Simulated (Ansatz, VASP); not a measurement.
**AlCo: VASP beside Ansatz**

Contents of INCAR:

```
PREC     = Accurate       # precision mode
ENCUT    = 600            # plane-wave cutoff, eV
EDIFF    = 1E-6           # SCF threshold, eV
ISMEAR   = -1             # smearing method
SIGMA    = 0.08           # smearing width, eV
LREAL    = False          # projectors in reciprocal space
LASPH    = True           # aspherical terms in the spheres
NELM     = 100            # most SCF steps
ALGO     = Normal         # electronic algorithm
ISIF     = 3              # what is computed and relaxed
LWAVE    = False          # write WAVECAR
LCHARG   = False          # write CHGCAR
IBRION   = 2              # ionic algorithm
NSW      = 60             # ionic steps
EDIFFG   = -0.005         # ionic threshold
```

The input KPOINTS:

```
Automatic mesh
0
Gamma
  15 15 15
```

File POSCAR:

```
AlCo
1.0
    0.0000000000      2.4137972614      2.4137972614
    2.4137972614      0.0000000000      2.4137972614
    2.4137972614      2.4137972614      0.0000000000
Co Al
1 1
Direct
    0.0000000000      0.0000000000      0.0000000000
    0.5000000000      0.5000000000      0.5000000000
```

Input for Ansatz:

```yaml
crystal:
  lattice:
    - [0.0, 2.4137972614, 2.4137972614]
    - [2.4137972614, 0.0, 2.4137972614]
    - [2.4137972614, 2.4137972614, 0.0]
  atoms:
    - { symbol: Co, position: [0.0, 0.0, 0.0] }
    - { symbol: Al, position: [0.5, 0.5, 0.5] }
kpoints:
  mp_grid: { grid: [15, 15, 15] }
scf:
  occupations: { method: fermi_dirac, width: 0.08 }
hamiltonian:
  xc: lda
  pseudopotentials: { kind: paw }
output:
  forces: true
  stress: true
relax:
  f_tol: 0.005
  max_steps: 40
  cell: {}
```

Alike in both runs: task relaxation of cell and atoms; functional LDA; k mesh 15 × 15 × 15; occupations fermi-dirac, width 0.08 eV; no spin polarisation.

|  | VASP | Ansatz |
| --- | --- | --- |
| version | VASP 6.6.1 | Ansatz 0.2.0 |
| potentials or method | VASP PAW LDA potentials, release 64 (Co, Al) | PAW with Ansatz's default frozen-core files, scalar-relativistic |
| plane-wave cutoff (eV) | 600 | 420 |
| valence electrons in the cell | 12 | 20 |

Ansatz gave:

* relaxed volume (Å³/atom): 12.82
* relaxed length of the cell vector where the two differ most in proportion (Å): 3.310

Question: What did VASP give for the same quantities?

Answer: Relaxed volume (Å³/atom): 12.84; relaxed length of the cell vector where the two differ most in proportion (Å): 3.312.

LDA's correlation is that of Perdew and Zunger in VASP and of Perdew and Wang (1992) in Ansatz. VASP's potentials hold 12 valence electrons a cell and Ansatz's 20, so a difference there can come from the potentials and not from the codes.
